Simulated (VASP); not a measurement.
Set up this calculation in VASP 6.6.1, as the native input.

```
Task                   : single point
Functional             : LDA
Potentials or basis    : VASP PAW LDA potentials, release 64 (Ta_pv)
Cutoff                 : 520 eV
k mesh                 : 13 × 13 × 13
Occupations            : fermi-dirac, width 0.1 eV
Spin                   : no spin polarisation
Dipole correction      : no
Further INCAR settings : ALGO = Normal; EDIFF = 1e-06; NBANDS = 12
```

The structure of Ta lies in POSCAR:

```
Ta
1.0
    0.0000000000      2.0707127538      2.0707127538
    2.0707127538      0.0000000000      2.0707127538
    2.0707127538      2.0707127538      0.0000000000
Ta
1
Direct
    0.0000000000      0.0000000000      0.0000000000
```

These files were run (other wordings do the same):

INCAR

```
SYSTEM = Ta
  PREC = Accurate
  ENCUT = 520
  EDIFF = 1E-6
  ISMEAR = -1
  SIGMA = 0.1
  LREAL = .False.
  LASPH = .True.
  NELM = 60
  ALGO = Normal
  ISIF = 2
  LWAVE = .False.
  LCHARG = .False.
  NBANDS = 12
```

KPOINTS

```
Automatic mesh
0
Gamma
  13 13 13
  0 0 0
```

Potentials or basis: VASP PAW LDA potentials, release 64 (Ta_pv).

Launch:

```sh
$ cat potpaw_LDA.64/Ta_pv/POTCAR > POTCAR
$ mpirun -np 1 vasp_std > vasp.out
```

Results of the run:

```
Pressure : 0.8 GPa
```

Run time: 13 s on 1 thread of Intel Xeon 8259CL, with other jobs on the host, peak memory 0.14 GiB.
